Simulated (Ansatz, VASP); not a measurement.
## One calculation of GaCo, two programs

```
CELL_PARAMETERS angstrom
-2.06980 -2.73836 3.62772
-1.36622 2.52219 3.73214
-5.43313 -0.71834 0.52673
ATOMIC_POSITIONS crystal
Ga 0.80278 0.76708 0.65687
Ga 0.80277 0.76707 0.15689
Ga 0.19723 0.23293 0.84312
Ga 0.19722 0.23291 0.34313
Co 0.30780 0.74612 0.65969
Co 0.30783 0.74607 0.15966
Co 0.69218 0.25391 0.84034
Co 0.69219 0.25390 0.34032
```

Change from the starting cell: cell x2, atoms moved at random (sigma 0.1 Å) and cell strained at random (1.5 %), then relaxed without symmetry.

Alike in both runs: functional PBE; k mesh 6 × 6 × 4; occupations gaussian, width 0.2 eV; no spin polarisation.

Ansatz relaxed the structure, and its values are those at the end. VASP's run is a single point on that final structure, the one shown.

```csv
,VASP,Ansatz
version,VASP 6.6.1,Ansatz 0.2.0
potentials or method,"VASP PAW PBE potentials, release 64 (Ga_d, Co), cutoff 520 eV","scalar-relativistic, plane waves, PAW"
valence electrons in the cell,88,120
```

```csv
,VASP,Ansatz,Ansatz less VASP
gap on the k mesh at the Fermi level (eV),none,none,-
pressure (GPa),0.2,0.0,-0.22
rms of the force components (eV/Å),0.005,0.001,-0.0035
```

A gap of «none» marks a metal or a gap that the smearing closes. VASP's potentials hold 88 valence electrons a cell and Ansatz's 120, so a difference there can come from the potentials and not from the codes.
